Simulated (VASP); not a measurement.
A run of VASP 6.6.1 is set up as follows.

File INCAR:

```
PREC = Accurate
ENCUT = 520
EDIFF = 1E-7
ISMEAR = 0
SIGMA = 0.1
LREAL = F
LASPH = T
NELM = 100
ALGO = Normal
ISIF = 2
LWAVE = F
LCHARG = F
GGA = PE
NBANDS = 18
```

The input KPOINTS:

```
Automatic mesh
0
Gamma
  6 6 4
```

File POSCAR:

```
I
1.0
    4.8137202685      0.0000000001      0.0000000000
   -2.4068601343      4.1688040392      0.0000000000
    0.0000000000      0.0000000000      6.1873887729
I
3
Direct
    0.3336202166      0.0000000000      0.3333333333
    0.0000000000      0.3336202166      0.6666666667
    0.6663797834      0.6663797834      0.0000000000
```

Potentials or basis: VASP PAW PBE potentials, release 64 (I).

Run with:

```console
$ cat potpaw_PBE.64/I/POTCAR > POTCAR
$ mpirun -np 1 vasp_std > vasp.out
```

Q: What does it give for the pressure?

A: 0.0 GPa.

Q: What does it give for the largest force?

A: 0.004 eV/Å.

Stress tensor (GPa, compression positive):
```
 0.01  0.00  0.00
 0.00  0.01  0.00
 0.00  0.00 -0.07
```

Caveat: an odd number of electrons without spin polarisation forces a metal; a magnetic or distorted state may lie lower.
